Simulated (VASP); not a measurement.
A run of VASP 6.6.1 is set up as follows.

File INCAR:

```
PREC = Accurate ; ENCUT = 1330
EDIFF = 1E-6 ; ISMEAR = 0
SIGMA = 0.01 ; LREAL = F
LASPH = T ; NELM = 120
ALGO = Normal ; ISIF = 2
LWAVE = F ; LCHARG = F
GGA = PE ; NBANDS = 27
GGA_COMPAT = F
```

The input KPOINTS:

```
regular mesh
0
Gamma
  8 8 8
```

POSCAR

```
LuAlN2
1.0
    1.5662938592      0.9043001812      5.0351221489
   -1.5662938592      0.9043001812      5.0351221489
    0.0000000000     -1.8086003625      5.0351221489
Al Lu N
1 1 2
Direct
    1.0000000000      0.0000000000      0.0000000000
    0.5000000000      0.5000000000      0.5000000000
    0.2594600289      0.2594600289      0.2594600289
    0.7405399711      0.7405399711      0.7405399711
```

Potentials or basis: VASP PAW PBE potentials, release 64 (Al, Lu, N_h).

The run is started by

```console
$ cat potpaw_PBE.64/Al/POTCAR potpaw_PBE.64/Lu/POTCAR potpaw_PBE.64/N_h/POTCAR > POTCAR
$ mpirun -np 1 vasp_std > vasp.out
```

Q: What does it give for the largest force?

A: 0.173 eV/Å.

Q: Estimate the band gap on the k mesh.

A: 0.58 eV (least direct gap 2.11 eV).

Q: Predict the pressure.

A: 7.3 GPa.

Stress tensor (GPa, compression positive):
```
7.29 0.00 0.00
0.00 7.29 0.00
0.00 0.00 7.37
```

Caveat: the cell stands under pressure; semilocal functionals underestimate gaps, and a narrow one can read as zero; spin-orbit coupling is left out, which moves the levels of the heavy elements. A k mesh can miss the band edges.
